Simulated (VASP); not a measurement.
Wanted: the native input for a VASP 6.6.1 run.

| Item | Value |
| --- | --- |
| Task | single point |
| Functional | PBEsol |
| Potentials or basis | VASP PAW PBE potentials, release 64 (Sb) |
| Cutoff | 520 eV |
| k mesh | 11 × 11 × 1 |
| Occupations | fermi-dirac, width 0.1 eV |
| Spin | no spin polarisation |
| Dipole correction | no |
| Further INCAR settings | ALGO = Normal; EDIFF = 1e-06; NBANDS = 20 |

The structure of Sb lies in POSCAR:

```
Sb
1.0
    3.3338465325      0.0000000000      0.0000000000
    0.0000000000      3.3338465325      0.0000000000
    0.0000000000      0.0000000000     25.4295000000
Sb
5
Direct
    0.0000000000      0.0000000000      0.3238290490
    0.5000000000      0.5000000000      0.4057517007
    0.0000000000      0.0000000000      0.4999999152
    0.5000000000      0.5000000000      0.5942483203
    0.0000000000      0.0000000000      0.6761710148
```

One way to write it, as run:

INCAR

```
SYSTEM = Sb
ALGO = Normal ; EDIFF = 1E-6
ENCUT = 520 ; GGA = PS
ISIF = 2 ; ISMEAR = -1
LASPH = .True. ; LCHARG = .False.
LREAL = .False. ; LWAVE = .False.
NBANDS = 20 ; NELM = 100
PREC = Accurate ; SIGMA = 0.1
```

KPOINTS

```
k-points
0
Gamma
  11 11 1
  0 0 0
```

Potentials or basis: VASP PAW PBE potentials, release 64 (Sb).

Run with:

```console
$ cat potpaw_PBE.64/Sb/POTCAR > POTCAR
$ mpirun -np 1 vasp_std > vasp.out
```

It gave:

| Property | Result |
| --- | --- |
| Largest force | 0.014 eV/Å |

Caveat: the PAW data sets were made with another functional, which shifts forces and pressure a little.

Run time: 95 s on 1 thread of Intel(R) Xeon(R) 6975P-C (Granite Rapids) (shared host), peak memory 0.43 GiB.
